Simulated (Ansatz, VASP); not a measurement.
## One calculation of SiC5, two programs

```
CELL_PARAMETERS angstrom
2.75171 0.00000 0.00000
-1.37585 2.38305 0.00000
0.00000 0.00000 6.81191
ATOMIC_POSITIONS crystal
C 0.00000 0.00000 0.97209
C 0.66667 0.33333 0.66968
C 0.33333 0.66667 0.36564
C 0.66667 0.33333 0.89629
C 0.33333 0.66667 0.59295
Si 0.00000 0.00000 0.25335
```

Alike in both runs: task single point; functional r2SCAN; k mesh 9 × 9 × 4; no spin polarisation.

|  | VASP | Ansatz |
| --- | --- | --- |
| version | VASP 6.6.1 | Ansatz 0.2.0 |
| potentials or method | VASP PAW PBE potentials, release 64 (C, Si) | plane waves, PAW |
| plane-wave cutoff (eV) | 520 | 500 |
| occupations | gaussian, width 0.01 eV | fixed |
| valence electrons in the cell | 24 | 24 |

Ansatz gave:

* gap on the k mesh at the Fermi level (eV): 1.84
* pressure (GPa): -9.3
* traceless stress, the component that is largest in VASP (GPa): -0.91
* rms of the force components (eV/Å): 0.090

Task: Estimate VASP's values.

Result: gap on the k mesh at the Fermi level (eV): 1.84; pressure (GPa): -9.0; traceless stress, the component that is largest in VASP (GPa): -1.04; rms of the force components (eV/Å): 0.102.

VASP's potentials were made for PBE, not for r2SCAN. Atom by atom the forces differ by 0.026 eV/Å (rms over components).
